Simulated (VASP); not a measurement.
## B: single point with BLYP

B:

```
B
1.0
     1.66996    0.00000    0.00000
    -0.83498    1.44623    0.00000
     0.00000    0.00000   10.36209
B
2
Direct
  0.33333 0.66667 0.25000
  0.66667 0.33333 0.75000
```

This isn't the form of B at room conditions, which is rhombohedral.

- Program: VASP 6.6.1
- Task: single point
- Functional: BLYP
- Potentials or basis: VASP PAW PBE potentials, release 64 (B)
- Cutoff: 520 eV
- k mesh: 23 × 23 × 4
- Occupations: fermi-dirac, width 0.1 eV
- Spin: no spin polarisation

| Quantity | Value |
| --- | --- |
| Pressure | 10.5 GPa |
| Band gap on the k mesh | zero (bands 3 and 4 overlap by 11.62 eV) |

Stress tensor (GPa, compression positive):
```
15.69  0.00  0.00
 0.00 15.69  0.00
 0.00  0.00  0.09
```

Levels at points of the mesh, in eV from the Fermi level:
```csv
k point,band 1,band 2,band 3,band 4,band 5,band 6,band 7,band 8
"(0.00, 0.00, 0.00)",-17.56,-17.55,-8.25,-8.08,1.33,3.84,5.37,10.86
"(0.00, 0.00, 0.50)",-17.56,-17.56,-8.16,-8.16,2.16,2.16,8.06,8.06
```

Run time: 27 s on 1 thread of Intel Xeon 8259CL (shared host), peak memory 0.15 GiB.

Caveat: the cell stands under pressure; the PAW data sets were made with another functional, which shifts forces and pressure a little; this functional lacks dispersion, which binds the layers, so the pressure and a relaxed spacing across them are unreliable.
